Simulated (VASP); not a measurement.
The system is AlO.

```xyz
4
Lattice="3.3393 0.0000 0.0000 0.0000 3.3393 0.0000 0.0000 0.0000 4.2196" Properties=species:S:1:pos:R:3 pbc="T T T"
Al    0.0000    1.6697    0.9920
Al    1.6697    0.0000    3.2275
O     0.0000    0.0000    0.0000
O     1.6697    1.6697    0.0000
```

| Item | Value |
| --- | --- |
| Program | VASP 6.6.1 |
| Task | relaxation of cell and atoms |
| Functional | PBE |
| Potentials or basis | VASP PAW PBE potentials, release 64 (Al, O) |
| Cutoff | 600 eV |
| k mesh | 6 × 6 × 4 |
| Occupations | gaussian, width 0.1 eV |
| Spin | no spin polarisation |

At the start: pressure 2.2 GPa; volume 11.76 Å³/atom.

Where does the relaxation end?

Over 8 steps the energy falls by 132.7 meV/atom and the volume is 12.96 Å³/atom (+10.2 %); space group P4/nmm (No. 129, to 0.05 Å).

The path:
```tsv
step	energy change (eV)	largest force (eV/Å)	pressure (GPa)	volume (Å³)
1	0.0000	2.8272	2.24	47.05
2	-0.4568	0.1600	4.96	48.14
3	-0.4577	0.0170	5.13	48.20
4	-0.4998	0.2722	-1.82	51.10
5	-0.5005	0.2433	-1.06	50.75
6	-0.5272	0.0133	-0.12	51.29
7	-0.5303	0.1002	0.39	51.54
8	-0.5307	0.0227	-0.41	51.85
```

Final structure:
```
CELL_PARAMETERS angstrom
3.45450 0.00000 0.00000
0.00000 3.45450 0.00000
0.00000 0.00000 4.34519
ATOMIC_POSITIONS crystal
Al 0.00000 0.50000 0.19194
Al 0.50000 0.00000 0.80806
O 0.00000 0.00000 0.00000
O 0.50000 0.50000 0.00000
```

Caveat: the k points lie up to 0.36 Å⁻¹ apart in the final cell.
